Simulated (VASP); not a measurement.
Here is a VASP 6.6.1 calculation.

File INCAR:

```
SYSTEM = CdI2
PREC     = Accurate       ! precision mode
ENCUT    = 500            ! plane-wave cutoff, eV
EDIFF    = 1E-6           ! SCF threshold, eV
ISMEAR   = 0              ! smearing method
SIGMA    = 0.05           ! smearing width, eV
LREAL    = .FALSE.        ! projectors in reciprocal space
LASPH    = .TRUE.         ! aspherical terms in the spheres
NELM     = 120            ! most SCF steps
ALGO     = Normal         ! electronic algorithm
ISIF     = 2              ! what is computed and relaxed
LWAVE    = .FALSE.        ! write WAVECAR
LCHARG   = .TRUE.         ! write CHGCAR
GGA      = PE             ! functional
IVDW     = 12             ! dispersion correction
LELF     = .TRUE.         ! ELF
LVHAR    = .TRUE.       
NBANDS   = 20             ! bands
GGA_COMPAT= .FALSE.
```

KPOINTS

```
regular mesh
0
G
  9 9 4
  0 0 0
```

Contents of POSCAR:

```
CdI2
1.0
    4.3500991951      0.0000000000      0.0000000000
   -2.1750495975      3.7672964119      0.0000000000
    0.0000000000      0.0000000000      6.5160500000
Cd I
1 2
Direct
    0.0000000000      0.0000000000      0.0000000000
    0.3333333333      0.6666666667      0.2492000000
    0.6666666667      0.3333333333      0.7508000000
```

Potentials or basis: VASP PAW PBE potentials, release 64 (Cd, I).

Launch:

```bash
$ cat potpaw_PBE.64/Cd/POTCAR potpaw_PBE.64/I/POTCAR > POTCAR
$ mpirun -np 1 vasp_std > vasp.out
```

Task: Predict the dispersion energy per atom.

Result: -0.332 eV.

Task: Estimate the band gap on the k mesh.

Result: 2.14 eV.

Task: Estimate the largest force.

Result: 0.284 eV/Å.

Forces in eV/Å, atoms in the order of the input:
```
Cd   0.000  0.000  0.000
I    0.000  0.000  0.284
I    0.000  0.000 -0.284
```

Caveat: the cell differs from its parent crystal (strain +0.025 along x and y, -0.050 along z); spin-orbit coupling is left out, which moves the levels of the heavy elements; an odd mesh through Γ misses points on the zone boundary, where band edges can lie.
